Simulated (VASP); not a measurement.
# CeO2 (R-3m) in VASP: further runs

Runs on CeO2. Level: PBE. Tasks: relaxation of shape and atoms at fixed volume.

Everything below comes from runs of VASP 6.6.1. Logs are shortened: lines on timing, memory, paths and dates and some standing lists are left out, and cuts for length are marked.

## (1) The cell of the first run

The typed cell holds 3 atoms: a = 3.915 Å, b = 3.915 Å, c = 3.915 Å, α = 59.98°, β = 59.98°, γ = 59.98°.

## (2) Relaxation of shape and atoms at fixed volume, PBE (14.14 Å³/atom)

INCAR reads:

```
ALGO = Normal
EDIFF = 1E-6
EDIFFG = -0.01
ENCUT = 600
GGA = PE
IBRION = 2
ISIF = 4
ISMEAR = 0
LASPH = T
LCHARG = F
LREAL = F
LWAVE = F
NELM = 80
NSW = 60
PREC = Accurate
SIGMA = 0.05
```

KPOINTS reads:

```
k-points
0
Gamma
  10 10 10
```

POSCAR reads:

```
CeO2
1.0
    1.9570434813      1.1298995807      3.1970724514
   -1.9570434813      1.1298995807      3.1970724514
    0.0000000000     -2.2597991616      3.1970724513
Ce O
1 2
Direct
    0.0000000000      0.0000000000      0.0000000000
    0.2499945096      0.2499945096      0.2499945096
    0.7500054904      0.7500054904      0.7500054904
```

Potentials or basis: VASP PAW PBE potentials, release 64 (Ce, O).

Launch:

```
$ cat potpaw_PBE.64/Ce/POTCAR potpaw_PBE.64/O/POTCAR > POTCAR
$ mpirun -np 1 vasp_std > vasp.out
```

OUTCAR:

```text
EDIFF = 1E-6
   EDIFFG = -0.01
   ENCUT = 600
   GGA = PE
   IBRION = 2
   ISIF = 4
   ISMEAR = 0
   LASPH = T
   LREAL = F
   NELM = 80
   NSW = 60
   PREC = Accurate

 ion  position               nearest neighbor table
   1  0.000  0.000  0.000-   3 2.40   3 2.40   2 2.40   2 2.40   3 2.40   2 2.40   3 2.40   2 2.40

   2  0.250  0.250  0.250-   1 2.40   1 2.40   1 2.40   1 2.40
   3  0.750  0.750  0.750-   1 2.40   1 2.40   1 2.40   1 2.40

  LATTYP: Found a trigonal (rhomboedric) cell.
 ALAT       =     3.9150944445
 COS(alpha) =     0.5002572996

  Lattice vectors:

 A1 = (   1.9570434813,   1.1298995807,   3.1970724514)
 A2 = (  -1.9570434813,   1.1298995807,   3.1970724514)
 A3 = (   0.0000000000,  -2.2597991616,   3.1970724513)

Analysis of symmetry for initial positions (statically):
=====================================================================
 Subroutine PRICEL returns:
 Original cell was already a primitive cell.

 Routine SETGRP: Setting up the symmetry group for a
 trigonal (rhombohedral) supercell.

 Subroutine GETGRP returns: Found 12 space group operations
 (whereof 12 operations were pure point group operations)
 out of a pool of 12 trial point group operations.

The static configuration has the point symmetry D_3d.

Analysis of symmetry for dynamics (positions and initial velocities):
=====================================================================
 Subroutine PRICEL returns:
 Original cell was already a primitive cell.

 Routine SETGRP: Setting up the symmetry group for a
 trigonal (rhombohedral) supercell.

 Subroutine GETGRP returns: Found 12 space group operations
 (whereof 12 operations were pure point group operations)
 out of a pool of 12 trial point group operations.

The dynamic configuration has the point symmetry D_3d.

 Subroutine INISYM returns: Found 12 space group operations
 (whereof 12 operations are pure point group operations),
 and found     1 'primitive' translations

----------------------------------------------------------------------------------------

                                     Primitive cell

  volume of cell :      42.4174

  direct lattice vectors                    reciprocal lattice vectors
     1.957043481  1.129899581  3.197072451     0.255487425  0.147505734  0.104262052
    -1.957043481  1.129899581  3.197072451    -0.255487425  0.147505734  0.104262052
     0.000000000 -2.259799162  3.197072451     0.000000000 -0.295011467  0.104262052

  length of vectors
     3.915094445  3.915094445  3.915094445     0.312893498  0.312893498  0.312893498

  position of ions in fractional coordinates (direct lattice)
     0.000000000  0.000000000  0.000000000
     0.249994510  0.249994510  0.249994510
     0.750005490  0.750005490  0.750005490

  ion indices of the primitive-cell ions
   primitive index   ion index
                 1           1
                 2           2
                 3           3

----------------------------------------------------------------------------------------

 KPOINTS: k-points

Automatic generation of k-mesh.
 Grid dimensions read from file:
 generate k-points for:   10   10   10

 Generating k-lattice:

  Cartesian coordinates                     Fractional coordinates (reciprocal lattice)
     0.025548743  0.014750573  0.010426205     0.100000000 -0.000000000  0.000000000
    -0.025548743  0.014750573  0.010426205    -0.000000000  0.100000000  0.000000000
     0.000000000 -0.029501147  0.010426205    -0.000000000 -0.000000000  0.100000000

  Length of vectors
     0.031289350  0.031289350  0.031289350

  Shift w.r.t. Gamma in fractional coordinates (k-lattice)
     0.000000000  0.000000000  0.000000000

 Subroutine IBZKPT returns following result:
 ===========================================

 Found    116 irreducible k-points:

 Following reciprocal coordinates:
            Coordinates               Weight
  0.000000  0.000000  0.000000      1.000000
  0.100000  0.000000  0.000000      6.000000
  0.200000  0.000000  0.000000      6.000000
  0.300000 -0.000000  0.000000      6.000000
  0.400000 -0.000000  0.000000      6.000000
  0.500000  0.000000  0.000000      3.000000
[... 16 lines left out ...]
  0.300000  0.300000  0.000000      6.000000
  0.400000  0.300000  0.000000     12.000000
 [... further k-points ...]
   k-points           NKPTS =    116   k-points in BZ     NKDIM =    116   number of bands    NBANDS=     16
   number of dos      NEDOS =    301   number of ions     NIONS =      3
   total plane-waves  NPLWV =  32768
   dimension x,y,z NGX =    32 NGY =   32 NGZ =   32
   dimension x,y,z NGXF=    64 NGYF=   64 NGZF=   64
   ions per type =               1   2
   NGX,Y,Z   is equivalent  to a cutoff of  13.59, 13.59, 13.59 a.u.
   NGXF,Y,Z  is equivalent  to a cutoff of  27.18, 27.18, 27.18 a.u.
 SYSTEM =  unknown system
   PREC   = accura    normal or accurate (medium, high low for compatibility)
   ISTART =      0    job   : 0-new  1-cont  2-samecut
   ICHARG =      2    charge: 1-file 2-atom 10-const
   ISPIN  =      1    spin polarized calculation?
   LNONCOLLINEAR =      F non collinear calculations
   LSORBIT =      F    spin-orbit coupling
   LASPH  =      T    aspherical Exc in radial PAW
   ENCUT  =  600.0 eV  44.10 Ry    6.64 a.u.   7.82  7.82  7.82*2*pi/ulx,y,z
   NELM   =     80;   NELMIN=  2; NELMDL= -5     # of ELM steps
   EDIFF  = 0.1E-05   stopping-criterion for ELM
   LREAL  =      F    real-space projection
   EDIFFG = -.1E-01   stopping-criterion for IOM
   NSW    =     60    number of steps for IOM
   IBRION =      2    ionic relax: 0-MD 1-quasi-New 2-CG
   NFREE  =      1    steps in history (QN), initial steepest desc. (CG)
   ISIF   =      4    stress and relaxation
   ISYM   =      2    0-nonsym 1-usesym 2-fastsym
   POTIM  = 0.5000    time-step for ionic-motion
   TEBEG  =    0.0;   TEEND  =   0.0 temperature during run
   PSTRESS=    0.0 pullay stress
   NELECT =      24.0000    total number of electrons
   NUPDOWN=      -1.0000    fix difference up-down
   EMIN   =  10.00;   EMAX   =-10.00  energy-range for DOS
   EFERMI =   0.00;   METHOD = LEGACY
   ISMEAR =     0;   SIGMA  =   0.05  broadening in eV -4-tet -1-fermi 0-gaus
   EFERMI_NEDOS =   21; number of points for ismear=-14 and -15
   IALGO  =     38    algorithm
   IMIX   =      4    mixing-type and parameters
     AMIX     =   0.40;   BMIX     =  1.00
     AMIX_MAG =   1.60;   BMIX_MAG =  1.00
  volume/ion in A,a.u.               =      14.14        95.42
  Fermi-wavevector in a.u.,A,eV,Ry     =   1.354037  2.558759 24.945145  1.833416
  Thomas-Fermi vector in A             =   2.481242
   LORBIT       =      0    0 simple, 1 ext, 2 COOP (PROOUT), +10 PAW based schemes
   GGA     = PE    functional components
   LHFCALC =     F    Hartree Fock is set to
   AEXX    =    0.0000 exact exchange contribution
   IVDW    =     0    specifies the selected vdW correction
   LEPSILON=     F    determine dielectric tensor
   LRPA    =     F    only Hartree local field effects (RPA)
 conjugate gradient relaxation of ions
 non-spin polarized calculation
 Gauss-broadening in eV      SIGMA  =   0.05
  energy-cutoff  :      600.00
  volume of cell :       42.42
 maximum number of plane-waves:      1428
   NGX = 15   NGY = 15   NGZ = 15

 number of electron      23.9999999 magnetization

 Free energy of the ion-electron system (eV)
  ---------------------------------------------------
  ext. energy  EPLUGINS =         0.00000000
  ---------------------------------------------------
  free energy    TOTEN  =       -26.20433431 eV

  energy without entropy =      -26.20433431  energy(sigma->0) =      -26.20433431

 E-fermi :   4.8507     XC(G=0): -10.9578

 val. band max:        4.6259940862   @ k =  -0.4000   0.3000   0.3000
 cond. band min:       6.3995980544   @ k =   0.5000   0.5000   0.5000
 fundamental gap:      1.7736039682
 Fermi energy:         4.8506776742

 k-point     1 :       0.0000    0.0000    0.0000
  band No.  band energies     occupation
      1     -27.9064      2.00000
      2     -11.5236      2.00000
      3     -10.5843      2.00000
      4     -10.1196      2.00000
      5     -10.1195      2.00000
      6     -10.1195      2.00000
[... 8 lines left out ...]
     15       6.6763      0.00000
     16       6.8758      0.00000

 k-point     2 :       0.1000    0.0000    0.0000
  band No.  band energies     occupation
      1     -27.8923      2.00000
      2     -11.8707      2.00000
      3     -10.6543      2.00000
      4     -10.1383      2.00000
      5     -10.1383      2.00000
      6      -9.7503      2.00000
[... 8 lines left out ...]
     15       6.6766      0.00000
     16       6.8886      0.00000

 k-point     3 :       0.2000    0.0000    0.0000
  band No.  band energies     occupation
      1     -27.8550      2.00000
      2     -12.4511      2.00000
      3     -10.8527      2.00000
      4     -10.1866      2.00000
      5     -10.1865      2.00000
      6      -9.0814      2.00000
[... 8 lines left out ...]
     15       6.6785      0.00000
     16       6.9098      0.00000

 k-point     4 :       0.3000   -0.0000    0.0000
  band No.  band energies     occupation
      1     -27.8083      2.00000
      2     -12.9580      2.00000
      3     -11.0812      2.00000
      4     -10.2448      2.00000
      5     -10.2447      2.00000
      6      -8.4536      2.00000
[... 8 lines left out ...]
     15       6.6810      0.00000
     16       6.7091      0.00000
[... 324 lines left out ...]
 k-point    22 :      -0.2000    0.2000    0.0000
  band No.  band energies     occupation
      1     -27.7920      2.00000
      2     -12.9121      2.00000
      3     -11.8057      2.00000
      4     -10.2413      2.00000
      5      -9.4446      2.00000
      6      -8.6704      2.00000
[... 8 lines left out ...]
     15       6.7063      0.00000
     16       6.8544      0.00000

 k-point    23 :       0.3000    0.3000    0.0000
  band No.  band energies     occupation
      1     -27.7756      2.00000
      2     -13.2182      2.00000
      3     -11.0292      2.00000
      4     -10.4340      2.00000
      5     -10.4338      2.00000
      6      -8.0379      2.00000
[... 8 lines left out ...]
     15       6.6645      0.00000
     16       6.7347      0.00000

 k-point    24 :       0.4000    0.3000    0.0000
  band No.  band energies     occupation
      1     -27.7451      2.00000
      2     -13.3982      2.00000
      3     -11.4862      2.00000
      4     -10.4860      2.00000
      5     -10.1090      2.00000
      6      -7.8002      2.00000
[... 8 lines left out ...]
     15       6.6293      0.00000
     16       6.7137      0.00000

 [... further k-points ...]

------------------------ aborting loop because EDIFF is reached ----------------------------------------

  FORCE on cell =-STRESS in cart. coord.  units (eV):
  Direction    XX          YY          ZZ          XY          YZ          ZX
  --------------------------------------------------------------------------------------
  -------------------------------------------------------------------------------------
  Total       -1.6784142     -1.6784142     -1.6859524      0.0000000     -0.0000000      0.0000000
  in kB      -63.3965577    -63.3965577    -63.6812875      0.0000000     -0.0000000      0.0000000
  external PRESSURE =     -63.4914676 kB  Pullay stress =       0.0000000 kB

 VOLUME and BASIS-vectors are now :
 -----------------------------------------------------------------------------
  energy-cutoff  :      600.00
  volume of cell :       42.42
      direct lattice vectors                 reciprocal lattice vectors
     1.957043481  1.129899581  3.197072451     0.255487425  0.147505734  0.104262052
    -1.957043481  1.129899581  3.197072451    -0.255487425  0.147505734  0.104262052
     0.000000000 -2.259799162  3.197072451     0.000000000 -0.295011467  0.104262052

 POSITION                                       TOTAL-FORCE (eV/Angst)
 -----------------------------------------------------------------------------------
      0.00000      0.00000      0.00000         0.000000      0.000000     -0.000000
      0.00000     -0.00000      2.39775         0.000000     -0.000000      0.000584
      0.00000     -0.00000      7.19347         0.000000      0.000000     -0.000584
 -----------------------------------------------------------------------------------
    total drift:                                0.000000     -0.000000      0.000000

  FREE ENERGIE OF THE ION-ELECTRON SYSTEM (eV)
  ---------------------------------------------------
  free  energy   TOTEN  =       -26.2043343074 eV

  energy  without entropy=      -26.2043343074  energy(sigma->0) =      -26.20433431

 reached required accuracy - stopping structural energy minimisation
```

Run time: 2.2 min. Hardware: 1 thread of AMD EPYC 7R13 (Zen 3), shared host; peak memory 0.24 GiB.

What came out:

| Property | Result |
| --- | --- |
| Free energy | -26.2043 eV |
| Pressure after relaxing | -6.3 GPa |
| Band gap on the k mesh | 1.77 eV (least direct gap 1.84 eV) |

Final structure:
```cif
data_structure
_symmetry_space_group_name_H-M 'P 1'
_symmetry_Int_Tables_number 1
_cell_length_a 3.9151
_cell_length_b 3.9151
_cell_length_c 3.9151
_cell_angle_alpha 59.983
_cell_angle_beta 59.983
_cell_angle_gamma 59.983
_cell_volume 42.42
loop_
_atom_site_label
_atom_site_type_symbol
_atom_site_fract_x
_atom_site_fract_y
_atom_site_fract_z
_atom_site_occupancy
Ce1 Ce 0.00000 0.00000 0.00000 1
O1 O 0.24999 0.24999 0.24999 1
O2 O 0.75001 0.75001 0.75001 1
```

Caveat: spin-orbit coupling is left out, which moves the levels of the heavy elements. A k mesh can miss the band edges.

(Continued in part 2 of 2.)
